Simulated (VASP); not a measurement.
Input of a VASP 6.6.1 run:

INCAR

```
SYSTEM = KZnF3
ALGO = Normal
EDIFF = 1E-7
EDIFFG = -0.08
ENCUT = 600
GGA = PE
GGA_COMPAT = .False.
IBRION = 2
ISIF = 3
ISMEAR = 0
LASPH = .True.
LCHARG = .False.
LREAL = .False.
LWAVE = .False.
NELM = 120
NELMIN = 4
NSW = 36
PREC = Accurate
SIGMA = 0.15
```

The input KPOINTS:

```
k-points
0
Gamma
  3 3 3
  0 0 0
```

File POSCAR:

```
KZnF3
1.0
    4.3874591300      0.0000000000      0.0000000000
    0.0005224300      4.3892548900      0.0000000000
    0.0033492200      0.0003105600      4.3899147300
K Zn F
1 1 3
Direct
    0.9913719900      0.0026250000      0.0059500000
    0.4875020100      0.5019890100      0.5049129700
    0.4856340000      0.9998360300      0.5026570000
    0.9872869800      0.4954040100      0.4948599900
    0.4882049900      0.5001469900      0.0016240000
```

Potentials or basis: VASP PAW PBE potentials, release 64 (K_sv, Zn, F).

The run is started by

```console
$ cat potpaw_PBE.64/K_sv/POTCAR potpaw_PBE.64/Zn/POTCAR potpaw_PBE.64/F/POTCAR > POTCAR
$ mpirun -np 1 vasp_std > vasp.out
```

Task: What does it give for the relaxed cell?

Result: a = 4.127 Å, b = 4.129 Å, c = 4.130 Å, α = 89.99°, β = 89.98°, γ = 90.00°.

Task: Estimate the space group after relaxing (to 0.1 Å).

Result: R3m (No. 160).

Task: What does it give for the band gap on the k mesh?

Result: 4.14 eV (least direct gap 5.18 eV).

Forces in eV/Å, atoms in the order of the input:
```
K   -0.021 -0.014 -0.021
Zn   0.004 -0.025 -0.036
F    0.012  0.007  0.004
F    0.005  0.028  0.042
F   -0.001  0.004  0.011
```

Caveat: the k points lie up to 0.51 Å⁻¹ apart in the final cell; the relaxation stopped at a loose force limit of 0.08 eV/Å, so its end isn't a converged minimum. A k mesh can miss the band edges.
